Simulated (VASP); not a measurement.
# Rb (P6_3/mmc) in VASP: notebook

The runs below take Rb through single point, with PBE.

Everything below comes from runs of VASP 6.6.1. Logs are shortened: lines on timing, memory, paths and dates and some standing lists are left out, and cuts for length are marked.

## Step 1: The cell of the first run

Symmetry: P6_3/mmc, No. 194, hexagonal system. Conventional cell: a = 5.046 Å, b = 5.046 Å, c = 8.328 Å, α = 90.00°, β = 90.00°, γ = 120.00°.

## Step 2: Single point, PBE

INCAR reads:

```
PREC = Accurate
ENCUT = 520
EDIFF = 1E-6
ISMEAR = -1
SIGMA = 0.08
LREAL = F
LASPH = T
NELM = 80
ALGO = Normal
ISIF = 2
LWAVE = F
LCHARG = F
GGA = PE
NBANDS = 16
```

KPOINTS reads:

```
regular mesh
0
Gamma
  9 9 5
```

POSCAR reads:

```
Rb
1.0
    5.0455965800      0.0000000000      0.0000000000
   -2.5227982900      4.3696148155      0.0000000000
    0.0000000000      0.0000000000      8.3283560546
Rb
2
Direct
    0.3333333333      0.6666666667      0.2500000000
    0.6666666667      0.3333333333      0.7500000000
```

Potentials or basis: VASP PAW PBE potentials, release 64 (Rb_sv).

Launch:

```console
> cat potpaw_PBE.64/Rb_sv/POTCAR > POTCAR
> mpirun -np 1 vasp_std > vasp.out
```

OUTCAR:

```text
PREC = Accurate
   ENCUT = 520
   EDIFF = 1E-6
   ISMEAR = -1
   LREAL = F
   LASPH = T
   NELM = 80
   ISIF = 2
   GGA = PE

 ion  position               nearest neighbor table
   1  0.333  0.667  0.250-   2 5.08   2 5.08   2 5.08   2 5.08   2 5.08   2 5.08
   2  0.667  0.333  0.750-   1 5.08   1 5.08   1 5.08   1 5.08   1 5.08   1 5.08

  LATTYP: Found a hexagonal cell.
 ALAT       =     5.0455965800
 C/A-ratio  =     1.6506186974

  Lattice vectors:

 A1 = (   5.0455965800,   0.0000000000,   0.0000000000)
 A2 = (  -2.5227982900,   4.3696148155,   0.0000000000)
 A3 = (   0.0000000000,   0.0000000000,   8.3283560546)

Analysis of symmetry for initial positions (statically):
=====================================================================
 Subroutine PRICEL returns:
 Original cell was already a primitive cell.

 Routine SETGRP: Setting up the symmetry group for a
 hexagonal supercell.

 Subroutine GETGRP returns: Found 24 space group operations
 (whereof 12 operations were pure point group operations)
 out of a pool of 24 trial point group operations.

The static configuration has the point symmetry D_3d.
 The point group associated with its full space group is D_6h.

Analysis of symmetry for dynamics (positions and initial velocities):
=====================================================================
 Subroutine PRICEL returns:
 Original cell was already a primitive cell.

 Routine SETGRP: Setting up the symmetry group for a
 hexagonal supercell.

 Subroutine GETGRP returns: Found 24 space group operations
 (whereof 12 operations were pure point group operations)
 out of a pool of 24 trial point group operations.

The dynamic configuration has the point symmetry D_3d.
 The point group associated with its full space group is D_6h.

 Subroutine INISYM returns: Found 24 space group operations
 (whereof 12 operations are pure point group operations),
 and found     1 'primitive' translations

----------------------------------------------------------------------------------------

                                     Primitive cell

  volume of cell :     183.6179

  direct lattice vectors                    reciprocal lattice vectors
     5.045596580  0.000000000  0.000000000     0.198192619  0.114426562  0.000000000
    -2.522798290  4.369614816  0.000000000     0.000000000  0.228853124  0.000000000
     0.000000000  0.000000000  8.328356055     0.000000000  0.000000000  0.120071716

  length of vectors
     5.045596580  5.045596580  8.328356055     0.228853124  0.228853124  0.120071716

  position of ions in fractional coordinates (direct lattice)
     0.333333333  0.666666667  0.250000000
     0.666666667  0.333333333  0.750000000

  ion indices of the primitive-cell ions
   primitive index   ion index
                 1           1
                 2           2

----------------------------------------------------------------------------------------

 KPOINTS: regular mesh

Automatic generation of k-mesh.
 Grid dimensions read from file:
 generate k-points for:    9    9    5

 Generating k-lattice:

  Cartesian coordinates                     Fractional coordinates (reciprocal lattice)
     0.022021402  0.012714062  0.000000000     0.111111111  0.000000000  0.000000000
     0.000000000  0.025428125  0.000000000     0.000000000  0.111111111  0.000000000
     0.000000000  0.000000000  0.024014343     0.000000000  0.000000000  0.200000000

  Length of vectors
     0.025428125  0.025428125  0.024014343

  Shift w.r.t. Gamma in fractional coordinates (k-lattice)
     0.000000000  0.000000000  0.000000000

 Subroutine IBZKPT returns following result:
 ===========================================

 Found     36 irreducible k-points:

 Following reciprocal coordinates:
            Coordinates               Weight
  0.000000  0.000000  0.000000      1.000000
  0.111111  0.000000  0.000000      6.000000
  0.222222  0.000000  0.000000      6.000000
  0.333333  0.000000  0.000000      6.000000
  0.444444  0.000000  0.000000      6.000000
  0.111111  0.111111  0.000000      6.000000
[... 16 lines left out ...]
  0.333333  0.222222  0.200000     24.000000
  0.333333  0.333333  0.200000      4.000000
 [... further k-points ...]
   k-points           NKPTS =     36   k-points in BZ     NKDIM =     36   number of bands    NBANDS=     16
   number of dos      NEDOS =    301   number of ions     NIONS =      2
   total plane-waves  NPLWV = 102400
   dimension x,y,z NGX =    40 NGY =   40 NGZ =   64
   dimension x,y,z NGXF=    80 NGYF=   80 NGZF=  128
   ions per type =               2
   NGX,Y,Z   is equivalent  to a cutoff of  13.18, 13.18, 12.78 a.u.
   NGXF,Y,Z  is equivalent  to a cutoff of  26.36, 26.36, 25.55 a.u.
 SYSTEM =  unknown system
   PREC   = accura    normal or accurate (medium, high low for compatibility)
   ISTART =      0    job   : 0-new  1-cont  2-samecut
   ICHARG =      2    charge: 1-file 2-atom 10-const
   ISPIN  =      1    spin polarized calculation?
   LNONCOLLINEAR =      F non collinear calculations
   LSORBIT =      F    spin-orbit coupling
   LASPH  =      T    aspherical Exc in radial PAW
   ENCUT  =  520.0 eV  38.22 Ry    6.18 a.u.   9.38  9.38 15.49*2*pi/ulx,y,z
   NELM   =     80;   NELMIN=  2; NELMDL= -5     # of ELM steps
   EDIFF  = 0.1E-05   stopping-criterion for ELM
   LREAL  =      F    real-space projection
   EDIFFG = 0.1E-04   stopping-criterion for IOM
   NSW    =      0    number of steps for IOM
   IBRION =     -1    ionic relax: 0-MD 1-quasi-New 2-CG
   NFREE  =      0    steps in history (QN), initial steepest desc. (CG)
   ISIF   =      2    stress and relaxation
   ISYM   =      2    0-nonsym 1-usesym 2-fastsym
   POTIM  = 0.5000    time-step for ionic-motion
   TEBEG  =    0.0;   TEEND  =   0.0 temperature during run
   PSTRESS=    0.0 pullay stress
   NELECT =      18.0000    total number of electrons
   NUPDOWN=      -1.0000    fix difference up-down
   EMIN   =  10.00;   EMAX   =-10.00  energy-range for DOS
   EFERMI =   0.00;   METHOD = LEGACY
   ISMEAR =    -1;   SIGMA  =   0.08  broadening in eV -4-tet -1-fermi 0-gaus
   EFERMI_NEDOS =   21; number of points for ismear=-14 and -15
   IALGO  =     38    algorithm
   IMIX   =      4    mixing-type and parameters
     AMIX     =   0.40;   BMIX     =  1.00
     AMIX_MAG =   1.60;   BMIX_MAG =  1.00
  volume/ion in A,a.u.               =      91.81       619.56
  Fermi-wavevector in a.u.,A,eV,Ry     =   0.754850  1.426460  7.752580  0.569799
  Thomas-Fermi vector in A             =   1.852611
   LORBIT       =      0    0 simple, 1 ext, 2 COOP (PROOUT), +10 PAW based schemes
   GGA     = PE    functional components
   LHFCALC =     F    Hartree Fock is set to
   AEXX    =    0.0000 exact exchange contribution
   IVDW    =     0    specifies the selected vdW correction
   LEPSILON=     F    determine dielectric tensor
   LRPA    =     F    only Hartree local field effects (RPA)
 non-spin polarized calculation
  energy-cutoff  :      520.00
  volume of cell :      183.62
 maximum number of plane-waves:      4975
 NGX is ok and might be reduce to    40

 number of electron      18.0000000 magnetization

 Free energy of the ion-electron system (eV)
  ---------------------------------------------------
  ext. energy  EPLUGINS =         0.00000000
  ---------------------------------------------------
  free energy    TOTEN  =        -1.89529132 eV

  energy without entropy =       -1.86044122  energy(sigma->0) =       -1.87786627

 E-fermi :  -0.0016     XC(G=0):  -5.4438

 val. band max:       -0.0016813539   @ k =   0.2222   0.0000   0.2000
 cond. band min:       0.0698946103   @ k =   0.3333   0.2222   0.0000
 fundamental gap:      0.0715759643
 Fermi energy:        -0.0016306078

 k-point     1 :       0.0000    0.0000    0.0000
  band No.  band energies     occupation
      1     -28.9086      2.00000
      2     -28.9052      2.00000
      3     -13.0421      2.00000
      4     -12.9646      2.00000
      5     -12.9646      2.00000
      6     -12.9533      2.00000
[... 8 lines left out ...]
     15       3.8642      0.00000
     16       3.8642      0.00000

 k-point     2 :       0.1111    0.0000    0.0000
  band No.  band energies     occupation
      1     -28.9082      2.00000
      2     -28.9050      2.00000
      3     -13.0385      2.00000
      4     -12.9730      2.00000
      5     -12.9672      2.00000
      6     -12.9614      2.00000
[... 8 lines left out ...]
     15       3.7367      0.00000
     16       3.9859      0.00000

 k-point     3 :       0.2222    0.0000    0.0000
  band No.  band energies     occupation
      1     -28.9072      2.00000
      2     -28.9045      2.00000
      3     -13.0288      2.00000
      4     -12.9944      2.00000
      5     -12.9829      2.00000
      6     -12.9736      2.00000
[... 8 lines left out ...]
     15       3.7967      0.00000
     16       3.8281      0.00000

 k-point     4 :       0.3333    0.0000    0.0000
  band No.  band energies     occupation
      1     -28.9060      2.00000
      2     -28.9040      2.00000
      3     -13.0190      2.00000
      4     -13.0157      2.00000
      5     -13.0067      2.00000
      6     -12.9807      2.00000
[... 8 lines left out ...]
     15       3.5583      0.00000
     16       4.1377      0.00000

 k-point     5 :       0.4444    0.0000    0.0000
  band No.  band energies     occupation
      1     -28.9051      2.00000
      2     -28.9038      2.00000
      3     -13.0351      2.00000
      4     -13.0218      2.00000
      5     -13.0042      2.00000
      6     -12.9852      2.00000
[... 8 lines left out ...]
     15       3.4147      0.00000
     16       4.3604      0.00000

 k-point     6 :       0.1111    0.1111    0.0000
  band No.  band energies     occupation
      1     -28.9075      2.00000
      2     -28.9046      2.00000
      3     -13.0319      2.00000
      4     -12.9859      2.00000
      5     -12.9799      2.00000
      6     -12.9688      2.00000
[... 8 lines left out ...]
     15       3.7874      0.00000
     16       3.8126      0.00000

 k-point     7 :       0.2222    0.1111    0.0000
  band No.  band energies     occupation
      1     -28.9064      2.00000
      2     -28.9042      2.00000
      3     -13.0204      2.00000
      4     -13.0069      2.00000
      5     -12.9997      2.00000
      6     -12.9784      2.00000
[... 8 lines left out ...]
     15       3.4072      0.00000
     16       3.9756      0.00000

 k-point     8 :       0.3333    0.1111    0.0000
  band No.  band energies     occupation
      1     -28.9053      2.00000
      2     -28.9039      2.00000
      3     -13.0268      2.00000
      4     -13.0152      2.00000
      5     -13.0074      2.00000
      6     -12.9872      2.00000
[... 8 lines left out ...]
     15       3.1957      0.00000
     16       3.8331      0.00000

 k-point     9 :       0.4444    0.1111    0.0000
  band No.  band energies     occupation
      1     -28.9048      2.00000
      2     -28.9038      2.00000
      3     -13.0347      2.00000
      4     -13.0213      2.00000
      5     -13.0002      2.00000
      6     -12.9906      2.00000
[... 8 lines left out ...]
     15       3.1257      0.00000
     16       3.6493      0.00000
[... 172 lines left out ...]
 k-point    19 :       0.2222    0.1111    0.2000
  band No.  band energies     occupation
      1     -28.9062      2.00000
      2     -28.9044      2.00000
      3     -13.0223      2.00000
      4     -13.0046      2.00000
      5     -12.9972      2.00000
      6     -12.9786      2.00000
[... 8 lines left out ...]
     15       3.3022      0.00000
     16       3.9926      0.00000

 k-point    20 :       0.3333    0.1111    0.2000
  band No.  band energies     occupation
      1     -28.9052      2.00000
      2     -28.9040      2.00000
      3     -13.0312      2.00000
      4     -13.0205      2.00000
      5     -12.9982      2.00000
      6     -12.9855      2.00000
[... 8 lines left out ...]
     15       3.1175      0.00000
     16       3.9475      0.00000

 k-point    21 :       0.4444    0.1111    0.2000
  band No.  band energies     occupation
      1     -28.9047      2.00000
      2     -28.9039      2.00000
      3     -13.0378      2.00000
      4     -13.0264      2.00000
      5     -12.9960      2.00000
      6     -12.9861      2.00000
[... 8 lines left out ...]
     15       3.1059      0.00000
     16       3.8540      0.00000

 k-point    22 :       0.2222    0.2222    0.2000
  band No.  band energies     occupation
      1     -28.9053      2.00000
      2     -28.9040      2.00000
      3     -13.0230      2.00000
      4     -13.0189      2.00000
      5     -12.9963      2.00000
      6     -12.9903      2.00000
[... 8 lines left out ...]
     15       2.6032      0.00000
     16       4.0406      0.00000

 k-point    23 :       0.3333    0.2222    0.2000
  band No.  band energies     occupation
      1     -28.9045      2.00000
      2     -28.9039      2.00000
      3     -13.0285      2.00000
      4     -13.0208      2.00000
      5     -13.0030      2.00000
      6     -12.9901      2.00000
[... 8 lines left out ...]
     15       2.7338      0.00000
     16       3.7118      0.00000

 k-point    24 :       0.3333    0.3333    0.2000
  band No.  band energies     occupation
      1     -28.9041      2.00000
      2     -28.9041      2.00000
      3     -13.0191      2.00000
      4     -13.0164      2.00000
      5     -13.0164      2.00000
      6     -12.9983      2.00000
[... 8 lines left out ...]
     15       2.9095      0.00000
     16       3.8404      0.00000

 [... further k-points ...]

------------------------ aborting loop because EDIFF is reached ----------------------------------------

  FORCE on cell =-STRESS in cart. coord.  units (eV):
  Direction    XX          YY          ZZ          XY          YZ          ZX
  --------------------------------------------------------------------------------------
  -------------------------------------------------------------------------------------
  Total       -0.0125233     -0.0125233     -0.0150010      0.0000000     -0.0000000      0.0000000
  in kB       -0.1092731     -0.1092731     -0.1308932      0.0000000     -0.0000000      0.0000000
  external PRESSURE =      -0.1164798 kB  Pullay stress =       0.0000000 kB

 VOLUME and BASIS-vectors are now :
 -----------------------------------------------------------------------------
  energy-cutoff  :      520.00
  volume of cell :      183.62
      direct lattice vectors                 reciprocal lattice vectors
     5.045596580  0.000000000  0.000000000     0.198192619  0.114426562  0.000000000
    -2.522798290  4.369614816  0.000000000     0.000000000  0.228853124  0.000000000
     0.000000000  0.000000000  8.328356055     0.000000000  0.000000000  0.120071716

 POSITION                                       TOTAL-FORCE (eV/Angst)
 -----------------------------------------------------------------------------------
     -0.00000      2.91308      2.08209        -0.000000      0.000000      0.000000
      2.52280      1.45654      6.24627         0.000000     -0.000000      0.000000
 -----------------------------------------------------------------------------------
    total drift:                                0.000000     -0.000000      0.000000

  FREE ENERGIE OF THE ION-ELECTRON SYSTEM (eV)
  ---------------------------------------------------
  free  energy   TOTEN  =        -1.8952913247 eV

  energy  without entropy=       -1.8604412243  energy(sigma->0) =       -1.87786627
```

It took 2.1 min on 1 thread of Oxide Virtual Turin-like, shared host; peak memory 0.3 GiB.

Results:

* Free energy: -1.8953 eV
* Pressure: 0.0 GPa
* Band gap on the k mesh: zero (band 9 reaches 0.95 eV, above the bottom of band 10 at -1.04 eV)

## Step 3: Single point, PBE

This run uses another cell than the first one: it holds 4 atoms, not 2.

INCAR reads:

```
ALGO = Normal ; EDIFF = 1E-6
ENCUT = 520 ; GGA = PE
ISIF = 2 ; ISMEAR = -1
LASPH = True ; LCHARG = False
LREAL = False ; LWAVE = False
NBANDS = 26 ; NELM = 80
PREC = Accurate ; SIGMA = 0.08
```

KPOINTS reads:

```
k-points
0
Gamma
  6 6 4
```

POSCAR reads:

```
Rb
1.0
    5.1102375793      0.0000000000      0.0000000000
   -2.5551187897      4.4255955631      0.0000000000
    0.0000000000      0.0000000000     16.2959984543
Rb
4
Direct
    0.0000000000      0.0000000000      0.0000000000
    0.0000000000      0.0000000000      0.5000000000
    0.3333333333      0.6666666667      0.2500000000
    0.6666666667      0.3333333333      0.7500000000
```

Potentials or basis: VASP PAW PBE potentials, release 64 (Rb_sv).

Launch:

```console
> cat potpaw_PBE.64/Rb_sv/POTCAR > POTCAR
> mpirun -np 1 vasp_std > vasp.out
```

Wall time 2.7 min (1 thread of Oxide Virtual Turin-like, shared host); peak memory 0.49 GiB.

It converged, with:

| Item | Value |
| --- | --- |
| Free energy | -3.7716 eV |
| Pressure | 0.0 GPa |
| Band gap on the k mesh | zero (band 18 reaches 0.80 eV, above the bottom of band 19 at -1.29 eV) |

Levels at points of the mesh, in eV from the Fermi level:
| k point | band 15 | band 16 | band 17 | band 18 | band 19 | band 20 | band 21 | band 22 |
| --- | --- | --- | --- | --- | --- | --- | --- | --- |
| (0.00, 0.00, 0.00) | -12.93 | -12.93 | -1.94 | -1.26 | -1.26 | 0.21 | 0.73 | 2.39 |
| (0.50, 0.00, 0.00) | -12.95 | -12.94 | 0.06 | 0.21 | 0.42 | 0.49 | 0.84 | 0.88 |
| (0.00, 0.00, 0.50) | -12.94 | -12.94 | -1.76 | -1.76 | -0.49 | -0.49 | 1.48 | 1.48 |
| (0.50, 0.00, 0.50) | -12.95 | -12.95 | 0.15 | 0.15 | 0.37 | 0.37 | 1.04 | 1.04 |
